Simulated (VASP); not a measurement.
MgO: single point with PBE

The system is MgO.

```
Mg O
1.0
     0.00000    2.10850    2.10850
     2.10850    0.00000    2.10850
     2.10850    2.10850    0.00000
Mg O
1 1
Direct
  0.00000 0.00000 0.00000
  0.50000 0.50000 0.50000
```

| Item | Value |
| --- | --- |
| Program | VASP 6.6.1 |
| Task | single point |
| Functional | PBE |
| Potentials or basis | VASP PAW PBE potentials, release 64 (Mg_sv, O) |
| Cutoff | 840 eV |
| k mesh | 4 × 4 × 4 |
| Occupations | gaussian, width 0.01 eV |
| Spin | no spin polarisation |

| Quantity | Value |
| --- | --- |
| Pressure | 4.2 GPa |
| Band gap on the k mesh | 4.70 eV |

Levels at points of the mesh, in eV from the valence-band top:
```
           k point  band 5  band 6  band 7  band 8  band 9  band 10  band 11  band 12
(0.00, 0.00, 0.00)  -17.23    0.00    0.00    0.00    4.70    15.77    15.77    15.77
(0.50, 0.00, 0.00)  -15.93   -4.60   -0.65   -0.65    7.87    12.57    16.28    16.28
(0.50, 0.50, 0.00)  -15.71   -4.04   -1.34   -1.34    9.11     9.95    13.06    18.93
```

Run time: 4 s on 1 thread of AMD EPYC 9R45 96-Core Processor (Zen 5), on a shared host, peak memory 0.12 GiB.

Caveat: the k points lie up to 0.65 Å⁻¹ apart. Expect the measured gap to be larger: semilocal functionals such as PBE lack the derivative discontinuity.
